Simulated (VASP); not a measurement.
# Mo (P6_3/mmc) in VASP: further runs

The runs below take Mo through single point, with BLYP.

Everything below comes from runs of VASP 6.6.1. Logs are shortened: lines on timing, memory, paths and dates and some standing lists are left out, and cuts for length are marked.

**1. The cell of the first run**

Symmetry: P6_3/mmc, No. 194, hexagonal system. The conventional cell has a = 2.688 Å, b = 2.688 Å, c = 9.415 Å, α = 90.00°, β = 90.00°, γ = 120.00°. Within 3.5 Å of Mo (site symmetry -3m) lie 12 Mo at 2.69 to 2.82 Å. Mo (site symmetry -6m2) has 12 Mo at 2.69 to 2.82 Å within 3.5 Å.

This isn't the form of Mo at room conditions, which is bcc.

**2. Single point, BLYP (14.73 Å³/atom)**

INCAR reads:

```
SYSTEM = Mo
PREC = Accurate ; ENCUT = 520
EDIFF = 1E-6 ; ISMEAR = -1
SIGMA = 0.1 ; LREAL = .FALSE.
LASPH = .TRUE. ; NELM = 80
ALGO = Normal ; ISIF = 2
LWAVE = .FALSE. ; LCHARG = .TRUE.
GGA = B5 ; ALDAX = 1.0
AGGAX = 1.0 ; AGGAC = 1.0
ALDAC = 0.0 ; LELF = .TRUE.
LVHAR = .TRUE. ; NBANDS = 36
```

KPOINTS reads:

```
regular mesh
0
G
  14 14 4
  0 0 0
```

POSCAR reads:

```
Mo
1.0
    2.6877872146      0.0000000000      0.0000000000
   -1.3438936073      2.3276920078      0.0000000000
    0.0000000000      0.0000000000      9.4153036047
Mo
4
Direct
    0.0000000000      0.0000000000      1.0000000000
    1.0000000000      0.0000000000      0.5000000000
    0.3333333333      0.6666666667      0.2500000000
    0.6666666667      0.3333333333      0.7500000000
```

Potentials or basis: VASP PAW PBE potentials, release 64 (Mo_sv).

The run is started by

```sh
cat potpaw_PBE.64/Mo_sv/POTCAR > POTCAR
mpirun -np 1 vasp_std > vasp.out
```

OUTCAR:

```text
SYSTEM = Mo
   PREC = Accurate
   ENCUT = 520
   EDIFF = 1E-6
   ISMEAR = -1
   LREAL = .FALSE.
   LASPH = .TRUE.
   NELM = 80
   ISIF = 2
   GGA = B5

 ion  position               nearest neighbor table
   1  0.000  0.000  0.000-   3 2.82   4 2.82   3 2.82   4 2.82   4 2.82   3 2.82
   2  0.000  0.000  0.500-   3 2.82   4 2.82   3 2.82   4 2.82   4 2.82   3 2.82
   3  0.333  0.667  0.250-   1 2.82   2 2.82   1 2.82   2 2.82   1 2.82   2 2.82
   4  0.667  0.333  0.750-   1 2.82   2 2.82   1 2.82   2 2.82   1 2.82   2 2.82

  LATTYP: Found a hexagonal cell.
 ALAT       =     2.6877872146
 C/A-ratio  =     3.5029944162

  Lattice vectors:

 A1 = (   2.6877872146,   0.0000000000,   0.0000000000)
 A2 = (  -1.3438936073,   2.3276920078,   0.0000000000)
 A3 = (   0.0000000000,   0.0000000000,   9.4153036047)

Analysis of symmetry for initial positions (statically):
=====================================================================
 Subroutine PRICEL returns:
 Original cell was already a primitive cell.

 Routine SETGRP: Setting up the symmetry group for a
 hexagonal supercell.

 Subroutine GETGRP returns: Found 24 space group operations
 (whereof 12 operations were pure point group operations)
 out of a pool of 24 trial point group operations.

The static configuration has the point symmetry D_3d.
 The point group associated with its full space group is D_6h.

Analysis of symmetry for dynamics (positions and initial velocities):
=====================================================================
 Subroutine PRICEL returns:
 Original cell was already a primitive cell.

 Routine SETGRP: Setting up the symmetry group for a
 hexagonal supercell.

 Subroutine GETGRP returns: Found 24 space group operations
 (whereof 12 operations were pure point group operations)
 out of a pool of 24 trial point group operations.

The dynamic configuration has the point symmetry D_3d.
 The point group associated with its full space group is D_6h.

 Subroutine INISYM returns: Found 24 space group operations
 (whereof 12 operations are pure point group operations),
 and found     1 'primitive' translations

----------------------------------------------------------------------------------------

                                     Primitive cell

  volume of cell :      58.9053

  direct lattice vectors                    reciprocal lattice vectors
     2.687787215  0.000000000  0.000000000     0.372053262  0.214805051  0.000000000
    -1.343893607  2.327692008  0.000000000     0.000000000  0.429610102  0.000000000
     0.000000000  0.000000000  9.415303605     0.000000000  0.000000000  0.106210064

  length of vectors
     2.687787215  2.687787215  9.415303605     0.429610102  0.429610102  0.106210064

  position of ions in fractional coordinates (direct lattice)
     0.000000000  0.000000000  0.000000000
     0.000000000  0.000000000  0.500000000
     0.333333333  0.666666667  0.250000000
     0.666666667  0.333333333  0.750000000

  ion indices of the primitive-cell ions
   primitive index   ion index
                 1           1
                 2           2
                 3           3
                 4           4

----------------------------------------------------------------------------------------

 KPOINTS: regular mesh

Automatic generation of k-mesh.
 Grid dimensions read from file:
 generate k-points for:   14   14    4

 Generating k-lattice:

  Cartesian coordinates                     Fractional coordinates (reciprocal lattice)
     0.026575233  0.015343218  0.000000000     0.071428571  0.000000000  0.000000000
     0.000000000  0.030686436  0.000000000     0.000000000  0.071428571  0.000000000
     0.000000000  0.000000000  0.026552516     0.000000000  0.000000000  0.250000000

  Length of vectors
     0.030686436  0.030686436  0.026552516

  Shift w.r.t. Gamma in fractional coordinates (k-lattice)
     0.000000000  0.000000000  0.000000000

 Subroutine IBZKPT returns following result:
 ===========================================

 Found     72 irreducible k-points:

 Following reciprocal coordinates:
            Coordinates               Weight
  0.000000  0.000000  0.000000      1.000000
  0.071429  0.000000  0.000000      6.000000
  0.142857  0.000000  0.000000      6.000000
  0.214286  0.000000  0.000000      6.000000
  0.285714  0.000000  0.000000      6.000000
  0.357143  0.000000  0.000000      6.000000
[... 16 lines left out ...]
  0.285714  0.285714  0.000000      6.000000
  0.357143  0.285714  0.000000      6.000000
 [... further k-points ...]
   k-points           NKPTS =     72   k-points in BZ     NKDIM =     72   number of bands    NBANDS=     36
   number of dos      NEDOS =    301   number of ions     NIONS =      4
   total plane-waves  NPLWV =  28000
   dimension x,y,z NGX =    20 NGY =   20 NGZ =   70
   dimension x,y,z NGXF=    40 NGYF=   40 NGZF=  140
   ions per type =               4
   NGX,Y,Z   is equivalent  to a cutoff of  12.37, 12.37, 12.36 a.u.
   NGXF,Y,Z  is equivalent  to a cutoff of  24.74, 24.74, 24.72 a.u.
 SYSTEM =  Mo
   PREC   = accura    normal or accurate (medium, high low for compatibility)
   ISTART =      0    job   : 0-new  1-cont  2-samecut
   ICHARG =      2    charge: 1-file 2-atom 10-const
   ISPIN  =      1    spin polarized calculation?
   LNONCOLLINEAR =      F non collinear calculations
   LSORBIT =      F    spin-orbit coupling
   LASPH  =      T    aspherical Exc in radial PAW
   ENCUT  =  520.0 eV  38.22 Ry    6.18 a.u.   5.00  5.00 17.51*2*pi/ulx,y,z
   NELM   =     80;   NELMIN=  2; NELMDL= -5     # of ELM steps
   EDIFF  = 0.1E-05   stopping-criterion for ELM
   LREAL  =      F    real-space projection
   EDIFFG = 0.1E-04   stopping-criterion for IOM
   NSW    =      0    number of steps for IOM
   IBRION =     -1    ionic relax: 0-MD 1-quasi-New 2-CG
   NFREE  =      0    steps in history (QN), initial steepest desc. (CG)
   ISIF   =      2    stress and relaxation
   ISYM   =      2    0-nonsym 1-usesym 2-fastsym
   POTIM  = 0.5000    time-step for ionic-motion
   TEBEG  =    0.0;   TEEND  =   0.0 temperature during run
   PSTRESS=    0.0 pullay stress
   NELECT =      56.0000    total number of electrons
   NUPDOWN=      -1.0000    fix difference up-down
   EMIN   =  10.00;   EMAX   =-10.00  energy-range for DOS
   EFERMI =   0.00;   METHOD = LEGACY
   ISMEAR =    -1;   SIGMA  =   0.10  broadening in eV -4-tet -1-fermi 0-gaus
   EFERMI_NEDOS =   21; number of points for ismear=-14 and -15
   IALGO  =     38    algorithm
   IMIX   =      4    mixing-type and parameters
     AMIX     =   0.40;   BMIX     =  1.00
     AMIX_MAG =   1.60;   BMIX_MAG =  1.00
  volume/ion in A,a.u.               =      14.73        99.38
  Fermi-wavevector in a.u.,A,eV,Ry     =   1.609728  3.041946 35.255762  2.591225
  Thomas-Fermi vector in A             =   2.705392
   LORBIT       =      0    0 simple, 1 ext, 2 COOP (PROOUT), +10 PAW based schemes
   GGA     = B5    functional components
   LHFCALC =     F    Hartree Fock is set to
   AEXX    =    0.0000 exact exchange contribution
   IVDW    =     0    specifies the selected vdW correction
   LEPSILON=     F    determine dielectric tensor
   LRPA    =     F    only Hartree local field effects (RPA)
 non-spin polarized calculation
  energy-cutoff  :      520.00
  volume of cell :       58.91
 maximum number of plane-waves:      1616
 NGX is ok and might be reduce to    20
   NGX =  9   NGY =  9   NGZ = 35

 number of electron      56.0000004 magnetization

 Free energy of the ion-electron system (eV)
  ---------------------------------------------------
  ext. energy  EPLUGINS =         0.00000000
  ---------------------------------------------------
  free energy    TOTEN  =       -35.68317999 eV

  energy without entropy =      -35.52309481  energy(sigma->0) =      -35.60313740

 E-fermi :  13.8072     XC(G=0): -13.0533

 val. band max:       13.8064189980   @ k =   0.5000   0.0000   0.2500
 cond. band min:      13.8262131490   @ k =   0.2857   0.1429   0.2500
 fundamental gap:      0.0197941510
 Fermi energy:        13.8072338193

 k-point     1 :       0.0000    0.0000    0.0000
  band No.  band energies     occupation
      1     -46.8640      2.00000
      2     -46.7534      2.00000
      3     -46.7335      2.00000
      4     -46.6199      2.00000
      5     -21.7414      2.00000
      6     -21.0443      2.00000
[... 28 lines left out ...]
     35      16.2633      0.00000
     36      16.2633      0.00000

 k-point     2 :       0.0714    0.0000    0.0000
  band No.  band energies     occupation
      1     -46.8481      2.00000
      2     -46.7400      2.00000
      3     -46.7201      2.00000
      4     -46.6092      2.00000
      5     -21.7139      2.00000
      6     -21.0400      2.00000
[... 28 lines left out ...]
     35      16.3096      0.00000
     36      16.4345      0.00000

 k-point     3 :       0.1429    0.0000    0.0000
  band No.  band energies     occupation
      1     -46.8030      2.00000
      2     -46.7023      2.00000
      3     -46.6824      2.00000
      4     -46.5793      2.00000
      5     -21.6348      2.00000
      6     -21.0381      2.00000
[... 28 lines left out ...]
     35      16.3224      0.00000
     36      16.6021      0.00000
[... 742 lines left out ...]
 k-point    23 :       0.2857    0.2857    0.0000
  band No.  band energies     occupation
      1     -46.4664      2.00000
      2     -46.4518      2.00000
      3     -46.4315      2.00000
      4     -46.4170      2.00000
      5     -21.5314      2.00000
      6     -21.4918      2.00000
[... 28 lines left out ...]
     35      17.7775      0.00000
     36      17.8478      0.00000

 k-point    24 :       0.3571    0.2857    0.0000
  band No.  band energies     occupation
      1     -46.4471      2.00000
      2     -46.4430      2.00000
      3     -46.4227      2.00000
      4     -46.4188      2.00000
      5     -21.5029      2.00000
      6     -21.4385      2.00000
[... 28 lines left out ...]
     35      17.3988      0.00000
     36      17.6367      0.00000

 [... further k-points ...]

------------------------ aborting loop because EDIFF is reached ----------------------------------------

  FORCE on cell =-STRESS in cart. coord.  units (eV):
  Direction    XX          YY          ZZ          XY          YZ          ZX
  --------------------------------------------------------------------------------------
  -------------------------------------------------------------------------------------
  Total       14.4301219     14.4301219     11.9065827      0.0000000      0.0000000      0.0000000
  in kB      392.4875216    392.4875216    323.8493173      0.0000000      0.0000000      0.0000000
  external PRESSURE =     369.6081202 kB  Pullay stress =       0.0000000 kB

 VOLUME and BASIS-vectors are now :
 -----------------------------------------------------------------------------
  energy-cutoff  :      520.00
  volume of cell :       58.91
      direct lattice vectors                 reciprocal lattice vectors
     2.687787215  0.000000000  0.000000000     0.372053262  0.214805051  0.000000000
    -1.343893607  2.327692008  0.000000000     0.000000000  0.429610102  0.000000000
     0.000000000  0.000000000  9.415303605     0.000000000  0.000000000  0.106210064

 POSITION                                       TOTAL-FORCE (eV/Angst)
 -----------------------------------------------------------------------------------
      0.00000      0.00000      0.00000        -0.000000      0.000000     -0.000000
      0.00000      0.00000      4.70765         0.000000      0.000000     -0.000000
     -0.00000      1.55179      2.35383        -0.000000      0.000000      0.000000
      1.34389      0.77590      7.06148         0.000000     -0.000000     -0.000000
 -----------------------------------------------------------------------------------
    total drift:                                0.000000     -0.000000      0.000000

  FREE ENERGIE OF THE ION-ELECTRON SYSTEM (eV)
  ---------------------------------------------------
  free  energy   TOTEN  =       -35.6831799856 eV

  energy  without entropy=      -35.5230948066  energy(sigma->0) =      -35.60313740
```

It took 2.2 min on 1 thread of Intel Xeon Platinum 8488C (Sapphire Rapids), shared host; peak memory 0.24 GiB.

What came out:

```yaml
Free_energy: -35.6832 eV
Pressure: 37.0 GPa
Band_gap_on_the_k_mesh: zero (bands 28 and 29 overlap by 1.85 eV)
```

Caveat: the stress differs along the axes, from 32 to 39 GPa; the PAW data sets were made with another functional, which shifts forces and pressure a little.

(Continued in part 2 of 2.)

The gap in the log of VASP goes by the Fermi energy; the results here count the filled bands.